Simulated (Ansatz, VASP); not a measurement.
## Ga: VASP beside Ansatz

The input POSCAR:

```
Ga
1.0
    2.7217036785      0.0000000000      0.0000000000
    0.0000000000      3.2146183849      0.0000000000
   -1.3160064422      0.0000000000      3.9088161735
Ga
2
Direct
    0.1345962700      0.7500000000      0.7701668300
    0.8654037300      0.2500000000      0.2298331700
```

The input INCAR.step1:

```
SYSTEM = Ga
  PREC = Accurate
  ENCUT = 520
  EDIFF = 1E-5
  ISMEAR = -1
  SIGMA = 0.05
  LREAL = .FALSE.
  LASPH = .TRUE.
  NELM = 100
  ALGO = Normal
  ISIF = 2
  LWAVE = .TRUE.
  LCHARG = .FALSE.
  GGA = PE
  NBANDS = 20
```

The input INCAR.step2:

```
SYSTEM = Ga
  PREC = Accurate
  ENCUT = 520
  EDIFF = 1E-6
  ISMEAR = -1
  SIGMA = 0.05
  LREAL = .FALSE.
  LASPH = .TRUE.
  NELM = 100
  ALGO = Normal
  ISIF = 2
  LWAVE = .FALSE.
  LCHARG = .FALSE.
  GGA = PE
  LHFCALC = .TRUE.
  AEXX = 0.25
  PRECFOCK = Normal
  ISTART = 1
  NBANDS = 20
```

File KPOINTS:

```
regular mesh
0
G
  6 4 4
  0 0 0
```

input.yaml

```yaml
crystal:
  lattice:
    - [2.7217036785, 0.0, 0.0]
    - [0.0, 3.2146183849, 0.0]
    - [-1.3160064422, 0.0, 3.9088161735]
  atoms:
    - { symbol: Ga, position: [0.13459627, 0.75, 0.77016683] }
    - { symbol: Ga, position: [0.86540373, 0.25, 0.22983317] }
hamiltonian:
  xc: pbe0
  pseudopotentials: { kind: paw }
kpoints:
  mp_grid: { grid: [6, 4, 4] }
scf:
  occupations: { method: fermi_dirac, width: 0.05 }
output:
  forces: true
  stress: true
  eigenvalues: true
  write_density: true
  write_potential: true
  elf: true
  volumetric_format: npy
```

Alike in both runs: task single point; functional PBE0; k mesh 6 × 4 × 4; occupations fermi-dirac, width 0.05 eV; no spin polarisation.

|  | VASP | Ansatz |
| --- | --- | --- |
| version | VASP 6.6.1 | Ansatz 0.2.0 |
| potentials or method | VASP PAW PBE potentials, release 64 (Ga_d) | Ansatz PAW |
| plane-wave cutoff (eV) | 520 | 420 |
| valence electrons in the cell | 26 | 26 |

VASP gave:

- gap on the k mesh at the Fermi level (eV): none
- pressure (GPa): 4.4
- traceless stress, the component that is largest in VASP (GPa): -0.58
- rms of the force components (eV/Å): 0.080

Problem. What did Ansatz give for the same quantities?

Solution. gap on the k mesh at the Fermi level (eV): none; pressure (GPa): 4.2; traceless stress, the component that is largest in VASP (GPa): -0.66; rms of the force components (eV/Å): 0.081.

Atom by atom the forces differ by 0.001 eV/Å (rms over components). A gap of «none» marks a metal or a gap that the smearing closes.

The k mesh is coarse, so the values compare programs but aren't converged.
